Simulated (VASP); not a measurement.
Here is a VASP 6.6.1 calculation.

Contents of POSCAR:

```
Re
1.0
    0.0000000000      2.7642802583      2.7642802583
    2.7642802583      0.0000000000      2.7642802583
    2.7642802583      2.7642802583      0.0000000000
Re
2
Direct
    0.0000000000      0.0000000000      0.0000000000
    0.2500000000      0.2500000000      0.2500000000
```

Contents of INCAR.step1:

```
SYSTEM = Re
  PREC = Accurate
  ENCUT = 550
  ISMEAR = -1
  SIGMA = 0.05
  LREAL = .False.
  LASPH = .True.
  NELM = 120
  NBANDS = 22
  GGA = PE
  ALGO = Normal
  EDIFF = 1E-5
  LWAVE = .True.
  LCHARG = .False.
  GGA_COMPAT = .False.
```

File INCAR.step2:

```
SYSTEM = Re
  PREC = Accurate
  ENCUT = 550
  EDIFF = 1E-6
  ISMEAR = -1
  SIGMA = 0.05
  LREAL = .False.
  LASPH = .True.
  NELM = 120
  ALGO = Normal
  ISIF = 2
  LWAVE = .False.
  LCHARG = .False.
  METAGGA = R2SCAN
  LMIXTAU = .True.
  NBANDS = 22
  ISTART = 1
  GGA_COMPAT = .False.
```

Contents of KPOINTS:

```
regular mesh
0
Gamma
  6 6 6
  0 0 0
```

Potentials or basis: VASP PAW PBE potentials, release 64 (Re_sv_GW).

Run with:

```sh
$ cat potpaw_PBE.64/Re_sv_GW/POTCAR > POTCAR
$ cp INCAR.step1 INCAR
$ mpirun -np 1 vasp_std > vasp.out
$ cp INCAR.step2 INCAR
$ mpirun -np 1 vasp_std > vasp.out
```

Task: What does it give for the band gap on the k mesh?

Result: Zero (band 15 reaches 8.20 eV, above the bottom of band 16 at 6.99 eV).

Task: Predict the pressure.

Result: 8.8 GPa.

Caveat: the PAW data sets were made with another functional, which shifts forces and pressure a little; spin-orbit coupling is left out, which moves the levels of the heavy elements.
